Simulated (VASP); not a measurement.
Write the native input for VASP 6.6.1 that does the following.

```
Task                   : single point
Functional             : PBE
Potentials or basis    : VASP PAW PBE potentials, release 64 (Sr_sv)
Cutoff                 : 520 eV
k mesh                 : 12 × 12 × 12
Occupations            : gaussian, width 0.05 eV
Spin                   : no spin polarisation
Dipole correction      : no
Further INCAR settings : ALGO = Normal; EDIFF = 1e-06; NBANDS = 11
```

The structure of Sr lies in POSCAR:

```
Sr
1.0
    0.0000000000      3.0359412502      3.0359412502
    3.0359412502      0.0000000000      3.0359412502
    3.0359412502      3.0359412502      0.0000000000
Sr
1
Direct
    0.0000000000      0.0000000000      0.0000000000
```

One way to write it, as run:

INCAR

```
PREC     = Accurate       # precision mode
ENCUT    = 520            # plane-wave cutoff, eV
EDIFF    = 1E-6           # SCF threshold, eV
ISMEAR   = 0              # smearing method
SIGMA    = 0.05           # smearing width, eV
LREAL    = False          # projectors in reciprocal space
LASPH    = True           # aspherical terms in the spheres
NELM     = 100            # most SCF steps
ALGO     = Normal         # electronic algorithm
ISIF     = 2              # what is computed and relaxed
LWAVE    = False          # write WAVECAR
LCHARG   = False          # write CHGCAR
GGA      = PE             # functional
NBANDS   = 11             # bands
```

KPOINTS

```
Automatic mesh
0
Gamma
  12 12 12
```

Potentials or basis: VASP PAW PBE potentials, release 64 (Sr_sv).

The run is started by

```console
$ cat potpaw_PBE.64/Sr_sv/POTCAR > POTCAR
$ mpirun -np 1 vasp_std > vasp.out
```

Results of the run:

```
Pressure               : -0.3 GPa
Band gap on the k mesh : zero (band 5 reaches 1.60 eV, above the bottom of band 6 at 1.53 eV)
```

It took 18 s on 1 thread of Intel(R) Xeon(R) Platinum 8375C CPU @ 2.90GHz (Ice Lake), with other jobs on the host, peak memory 0.2 GiB.
